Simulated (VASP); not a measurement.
## Al8O: single point with PBE

System: Al8O, a slab with vacuum.

```
CELL_PARAMETERS angstrom
2.85354 0.00000 0.00000
-1.42677 2.47124 0.00000
0.00000 0.00000 31.97493
ATOMIC_POSITIONS crystal
Al 0.33333 0.66667 0.12510
Al 0.00000 0.00000 0.19845
Al 0.66667 0.33333 0.27180
Al 0.00000 0.00000 0.34515
Al 0.33333 0.66667 0.41792
Al 0.00000 0.00000 0.49166
Al 0.66667 0.33333 0.56541
Al 0.00000 0.00000 0.64034
O 0.00000 0.00000 0.69305
```

```json
{"Program": "VASP 6.6.1", "Task": "single point", "Functional": "PBE", "Potentials or basis": "VASP PAW PBE potentials, release 64 (Al, O)", "Cutoff": "520 eV", "k mesh": "9 × 9 × 1", "Occupations": "gaussian, width 0.1 eV", "Spin": "no spin polarisation"}
```

```
Largest force          : 0.248 eV/Å
Band gap on the k mesh : zero (bands 15 and 16 overlap by 2.62 eV)
```

Forces on the atoms (eV/Å):
```
Al   0.000  0.000 -0.159
Al   0.000  0.000  0.026
Al   0.000  0.000  0.060
Al   0.000  0.000 -0.011
Al   0.000  0.000  0.176
Al   0.000  0.000 -0.138
Al   0.000  0.000  0.230
Al   0.000  0.000 -0.248
O    0.000  0.000  0.063
```

Levels at points of the mesh, in eV from the Fermi level:
| k point | band 12 | band 13 | band 14 | band 15 | band 16 | band 17 |
| --- | --- | --- | --- | --- | --- | --- |
| (0.00, 0.00, 0.00) | -1.13 | 0.38 | 0.41 | 0.41 | 2.06 | 3.55 |

Wall time 95 s on 1 thread of Intel(R) Xeon(R) 6975P-C (Granite Rapids) (shared host), peak memory 0.38 GiB.
